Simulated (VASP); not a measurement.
# Mo (Fd-3m) in VASP: single point with r2SCAN

Aim: the single point of Mo with r2SCAN.

Everything below comes from runs of VASP 6.6.1. Logs are shortened: lines on timing, memory, paths and dates and some standing lists are left out, and cuts for length are marked.

## Step 1: The cell of the first run

The structure is cubic, space group Fd-3m (No. 227). The conventional cell has a = 5.257 Å, b = 5.257 Å, c = 5.257 Å, α = 90.00°, β = 90.00°, γ = 90.00°. Within 3.0 Å of Mo (site symmetry -43m) lie 4 Mo at 2.28 Å.

This isn't the form of Mo at room conditions, which is bcc.

## Step 2: Single point, r2SCAN

Contents of POSCAR:

```
Mo
1.0
    0.0000000000      2.6282640351      2.6282640351
    2.6282640351      0.0000000000      2.6282640351
    2.6282640351      2.6282640351      0.0000000000
Mo
2
Direct
    0.5000000000      0.5000000000      0.5000000000
    0.7500000000      0.7500000000      0.7500000000
```

Contents of INCAR.step1:

```
SYSTEM = Mo
PREC = Accurate
ENCUT = 550
ISMEAR = 0
SIGMA = 0.1
LREAL = .False.
LASPH = .True.
NELM = 120
NBANDS = 21
GGA = PE
ALGO = Normal
EDIFF = 1E-5
LWAVE = .True.
LCHARG = .False.
GGA_COMPAT = .False.
```

Contents of INCAR.step2:

```
SYSTEM = Mo
PREC = Accurate
ENCUT = 550
EDIFF = 1E-6
ISMEAR = 0
SIGMA = 0.1
LREAL = .False.
LASPH = .True.
NELM = 120
ALGO = Normal
ISIF = 2
LWAVE = .False.
LCHARG = .True.
METAGGA = R2SCAN
LMIXTAU = .True.
LELF = .True.
LVHAR = .True.
NBANDS = 21
ISTART = 1
GGA_COMPAT = .False.
```

Contents of KPOINTS:

```
regular mesh
0
Gamma
  6 6 6
  0 0 0
```

Potentials or basis: VASP PAW PBE potentials, release 64 (Mo_sv).

Started as:

```bash
cat potpaw_PBE.64/Mo_sv/POTCAR > POTCAR
cp INCAR.step1 INCAR
mpirun -np 1 vasp_std > vasp.out
cp INCAR.step2 INCAR
mpirun -np 1 vasp_std > vasp.out
```

OUTCAR:

```text
SYSTEM = Mo
   PREC = Accurate
   ENCUT = 550
   EDIFF = 1E-6
   ISMEAR = 0
   LREAL = .False.
   LASPH = .True.
   NELM = 120
   ISIF = 2
   METAGGA = R2SCAN
   ISTART = 1

 ion  position               nearest neighbor table
   1  0.500  0.500  0.500-   2 2.28   2 2.28   2 2.28   2 2.28
   2  0.750  0.750  0.750-   1 2.28   1 2.28   1 2.28   1 2.28

  LATTYP: Found a face centered cubic cell.
 ALAT       =     5.2565280702

  Lattice vectors:

 A1 = (   0.0000000000,   2.6282640351,   2.6282640351)
 A2 = (   2.6282640351,   0.0000000000,   2.6282640351)
 A3 = (   2.6282640351,   2.6282640351,   0.0000000000)

Analysis of symmetry for initial positions (statically):
=====================================================================
 Subroutine PRICEL returns:
 Original cell was already a primitive cell.

 Routine SETGRP: Setting up the symmetry group for a
 face centered cubic supercell.

 Subroutine GETGRP returns: Found 48 space group operations
 (whereof 24 operations were pure point group operations)
 out of a pool of 48 trial point group operations.

The static configuration has the point symmetry T_d .
 The point group associated with its full space group is O_h .

Analysis of symmetry for dynamics (positions and initial velocities):
=====================================================================
 Subroutine PRICEL returns:
 Original cell was already a primitive cell.

 Routine SETGRP: Setting up the symmetry group for a
 face centered cubic supercell.

 Subroutine GETGRP returns: Found 48 space group operations
 (whereof 24 operations were pure point group operations)
 out of a pool of 48 trial point group operations.

The dynamic configuration has the point symmetry T_d .
 The point group associated with its full space group is O_h .

 Subroutine INISYM returns: Found 48 space group operations
 (whereof 24 operations are pure point group operations),
 and found     1 'primitive' translations

----------------------------------------------------------------------------------------

                                     Primitive cell

  volume of cell :      36.3109

  direct lattice vectors                    reciprocal lattice vectors
     0.000000000  2.628264035  2.628264035    -0.190239639  0.190239639  0.190239639
     2.628264035  0.000000000  2.628264035     0.190239639 -0.190239639  0.190239639
     2.628264035  2.628264035  0.000000000     0.190239639  0.190239639 -0.190239639

  length of vectors
     3.716926644  3.716926644  3.716926644     0.329504720  0.329504720  0.329504720

  position of ions in fractional coordinates (direct lattice)
     0.500000000  0.500000000  0.500000000
     0.750000000  0.750000000  0.750000000

  ion indices of the primitive-cell ions
   primitive index   ion index
                 1           1
                 2           2

----------------------------------------------------------------------------------------

 KPOINTS: regular mesh

Automatic generation of k-mesh.
 Grid dimensions read from file:
 generate k-points for:    6    6    6

 Generating k-lattice:

  Cartesian coordinates                     Fractional coordinates (reciprocal lattice)
    -0.031706606  0.031706606  0.031706606     0.166666667  0.000000000  0.000000000
     0.031706606 -0.031706606  0.031706606     0.000000000  0.166666667  0.000000000
     0.031706606  0.031706606 -0.031706606     0.000000000  0.000000000  0.166666667

  Length of vectors
     0.054917453  0.054917453  0.054917453

  Shift w.r.t. Gamma in fractional coordinates (k-lattice)
     0.000000000  0.000000000  0.000000000

 Subroutine IBZKPT returns following result:
 ===========================================

 Found     16 irreducible k-points:

 Following reciprocal coordinates:
            Coordinates               Weight
  0.000000  0.000000  0.000000      1.000000
  0.166667  0.000000  0.000000      8.000000
  0.333333  0.000000  0.000000      8.000000
  0.500000  0.000000  0.000000      4.000000
  0.166667  0.166667  0.000000      6.000000
  0.333333  0.166667  0.000000     24.000000
[... 8 lines left out ...]
 -0.333333  0.333333  0.166667     24.000000
 -0.333333  0.500000  0.166667     12.000000
   k-points           NKPTS =     16   k-points in BZ     NKDIM =     16   number of bands    NBANDS=     21
   number of dos      NEDOS =    301   number of ions     NIONS =      2
   total plane-waves  NPLWV =  21952
   dimension x,y,z NGX =    28 NGY =   28 NGZ =   28
   dimension x,y,z NGXF=    56 NGYF=   56 NGZF=   56
   ions per type =               2
   NGX,Y,Z   is equivalent  to a cutoff of  12.52, 12.52, 12.52 a.u.
   NGXF,Y,Z  is equivalent  to a cutoff of  25.05, 25.05, 25.05 a.u.
 SYSTEM =  Mo
   PREC   = accura    normal or accurate (medium, high low for compatibility)
   ISTART =      1    job   : 0-new  1-cont  2-samecut
   ICHARG =      0    charge: 1-file 2-atom 10-const
   ISPIN  =      1    spin polarized calculation?
   LNONCOLLINEAR =      F non collinear calculations
   LSORBIT =      F    spin-orbit coupling
   LASPH  =      T    aspherical Exc in radial PAW
   ENCUT  =  550.0 eV  40.42 Ry    6.36 a.u.   7.11  7.11  7.11*2*pi/ulx,y,z
   NELM   =    120;   NELMIN=  2; NELMDL=  0     # of ELM steps
   EDIFF  = 0.1E-05   stopping-criterion for ELM
   LREAL  =      F    real-space projection
   EDIFFG = 0.1E-04   stopping-criterion for IOM
   NSW    =      0    number of steps for IOM
   IBRION =     -1    ionic relax: 0-MD 1-quasi-New 2-CG
   NFREE  =      0    steps in history (QN), initial steepest desc. (CG)
   ISIF   =      2    stress and relaxation
   ISYM   =      2    0-nonsym 1-usesym 2-fastsym
   POTIM  = 0.5000    time-step for ionic-motion
   TEBEG  =    0.0;   TEEND  =   0.0 temperature during run
   PSTRESS=    0.0 pullay stress
   NELECT =      28.0000    total number of electrons
   NUPDOWN=      -1.0000    fix difference up-down
   EMIN   =  10.00;   EMAX   =-10.00  energy-range for DOS
   EFERMI =   0.00;   METHOD = LEGACY
   ISMEAR =     0;   SIGMA  =   0.10  broadening in eV -4-tet -1-fermi 0-gaus
   EFERMI_NEDOS =   21; number of points for ismear=-14 and -15
   IALGO  =     38    algorithm
   IMIX   =      4    mixing-type and parameters
     AMIX     =   0.40;   BMIX     =  1.00
     AMIX_MAG =   1.60;   BMIX_MAG =  1.00
  volume/ion in A,a.u.               =      18.16       122.52
  Fermi-wavevector in a.u.,A,eV,Ry     =   1.501234  2.836922 30.663516  2.253705
  Thomas-Fermi vector in A             =   2.612631
   LORBIT       =      0    0 simple, 1 ext, 2 COOP (PROOUT), +10 PAW based schemes
   METAGGA = R2SCAN    functional components
   LHFCALC =     F    Hartree Fock is set to
   AEXX    =    0.0000 exact exchange contribution
   IVDW    =     0    specifies the selected vdW correction
   LEPSILON=     F    determine dielectric tensor
   LRPA    =     F    only Hartree local field effects (RPA)
 non-spin polarized calculation
 Gauss-broadening in eV      SIGMA  =   0.10
  energy-cutoff  :      550.00
  volume of cell :       36.31
 maximum number of plane-waves:      1090
   NGX = 15   NGY = 15   NGZ = 15

 number of electron      28.0000000 magnetization

 Free energy of the ion-electron system (eV)
  ---------------------------------------------------
  ext. energy  EPLUGINS =         0.00000000
  ---------------------------------------------------
  free energy    TOTEN  =       -46.58152738 eV

  energy without entropy =      -46.56859070  energy(sigma->0) =      -46.57505904

 E-fermi :   9.9201     XC(G=0): -12.9570

 val. band max:        9.8422870815   @ k =   0.3333   0.1667   0.0000
 cond. band min:       9.9401507546   @ k =  -0.3333   0.5000   0.1667
 fundamental gap:      0.0978636731
 Fermi energy:         9.9200746508

 k-point     1 :       0.0000    0.0000    0.0000
  band No.  band energies     occupation
      1     -52.9460      2.00000
      2     -51.3395      2.00000
      3     -26.8152      2.00000
      4     -26.8152      2.00000
      5     -26.8152      2.00000
      6     -24.7404      2.00000
[... 13 lines left out ...]
     20      22.7143      0.00000
     21      23.3823      0.00000

 k-point     2 :       0.1667    0.0000    0.0000
  band No.  band energies     occupation
      1     -52.8719      2.00000
      2     -51.4247      2.00000
      3     -26.8862      2.00000
      4     -26.8862      2.00000
      5     -26.8153      2.00000
      6     -24.7223      2.00000
[... 13 lines left out ...]
     20      21.3347      0.00000
     21      23.7170      0.00000

 k-point     3 :       0.3333    0.0000    0.0000
  band No.  band energies     occupation
      1     -52.6895      2.00000
      2     -51.6293      2.00000
      3     -27.0142      2.00000
      4     -27.0142      2.00000
      5     -26.8250      2.00000
      6     -24.6735      2.00000
[... 13 lines left out ...]
     20      18.8641      0.00000
     21      21.2151      0.00000

 k-point     4 :       0.5000    0.0000    0.0000
  band No.  band energies     occupation
      1     -52.5651      2.00000
      2     -51.7648      2.00000
      3     -27.0727      2.00000
      4     -27.0727      2.00000
      5     -26.8342      2.00000
      6     -24.6430      2.00000
[... 13 lines left out ...]
     20      15.9560      0.00000
     21      21.2015      0.00000

 k-point     5 :       0.1667    0.1667    0.0000
  band No.  band energies     occupation
      1     -52.8452      2.00000
      2     -51.4551      2.00000
      3     -26.9692      2.00000
      4     -26.9692      2.00000
      5     -26.6676      2.00000
      6     -24.8829      2.00000
[... 13 lines left out ...]
     20      20.9937      0.00000
     21      23.2292      0.00000
[... 190 lines left out ...]
     20      16.2573      0.00000
     21      16.6180      0.00000

 k-point    14 :       0.5000    0.3333    0.1667
  band No.  band energies     occupation
      1     -52.5135      2.00000
      2     -51.8200      2.00000
      3     -27.3039      2.00000
      4     -27.1789      2.00000
      5     -26.3098      2.00000
      6     -25.1823      2.00000
[... 13 lines left out ...]
     20      18.5878      0.00000
     21      18.7521      0.00000

 k-point    15 :      -0.3333    0.3333    0.1667
  band No.  band energies     occupation
      1     -52.3704      2.00000
      2     -51.9704      2.00000
      3     -27.3708      2.00000
      4     -27.2375      2.00000
      5     -26.1518      2.00000
      6     -25.3166      2.00000
[... 13 lines left out ...]
     20      15.8949      0.00000
     21      18.4895      0.00000

 k-point    16 :      -0.3333    0.5000    0.1667
  band No.  band energies     occupation
      1     -52.1723      2.00000
      2     -52.1723      2.00000
      3     -27.3454      2.00000
      4     -27.3454      2.00000
      5     -25.7412      2.00000
      6     -25.7412      2.00000
[... 13 lines left out ...]
     20      15.8792      0.00000
     21      16.2996      0.00000

------------------------ aborting loop because EDIFF is reached ----------------------------------------

  FORCE on cell =-STRESS in cart. coord.  units (eV):
  Direction    XX          YY          ZZ          XY          YZ          ZX
  --------------------------------------------------------------------------------------
  -------------------------------------------------------------------------------------
  Total        9.1649893      9.1649893      9.1649893      0.0000000      0.0000000     -0.0000000
  in kB      404.3948087    404.3948087    404.3948087      0.0000000      0.0000000     -0.0000000
  external PRESSURE =     404.3948087 kB  Pullay stress =       0.0000000 kB

 VOLUME and BASIS-vectors are now :
 -----------------------------------------------------------------------------
  energy-cutoff  :      550.00
  volume of cell :       36.31
      direct lattice vectors                 reciprocal lattice vectors
     0.000000000  2.628264035  2.628264035    -0.190239639  0.190239639  0.190239639
     2.628264035  0.000000000  2.628264035     0.190239639 -0.190239639  0.190239639
     2.628264035  2.628264035  0.000000000     0.190239639  0.190239639 -0.190239639

 POSITION                                       TOTAL-FORCE (eV/Angst)
 -----------------------------------------------------------------------------------
      2.62826      2.62826      2.62826         0.000000      0.000000      0.000000
      3.94240      3.94240      3.94240        -0.000000     -0.000000     -0.000000
 -----------------------------------------------------------------------------------
    total drift:                                0.000000      0.000000      0.000000

  FREE ENERGIE OF THE ION-ELECTRON SYSTEM (eV)
  ---------------------------------------------------
  free  energy   TOTEN  =       -46.5815273850 eV

  energy  without entropy=      -46.5685907016  energy(sigma->0) =      -46.57505904
```

Wall time 32 s (1 thread of AMD EPYC 9R45 (Zen 5), shared host); peak memory 0.13 GiB.

What came out:

| Quantity | Value |
| --- | --- |
| Free energy | -46.5815 eV |
| Pressure | 40.4 GPa |
| Band gap on the k mesh | zero (bands 14 and 15 overlap by 0.49 eV) |

Levels at points of the mesh, in eV from the Fermi level:
```csv
k point,band 11,band 12,band 13,band 14,band 15,band 16,band 17,band 18
"(0.00, 0.00, 0.00)",-3.49,-1.90,-1.90,-1.90,1.67,1.67,1.67,5.90
"(0.50, 0.00, 0.00)",-3.12,-2.47,-2.47,-2.39,0.84,3.05,3.05,4.79
"(0.50, 0.50, 0.00)",-2.46,-2.46,0.29,0.29,0.69,0.69,5.13,5.13
```

Caveat: the cell stands under pressure; the PAW data sets were made with another functional, which shifts forces and pressure a little.
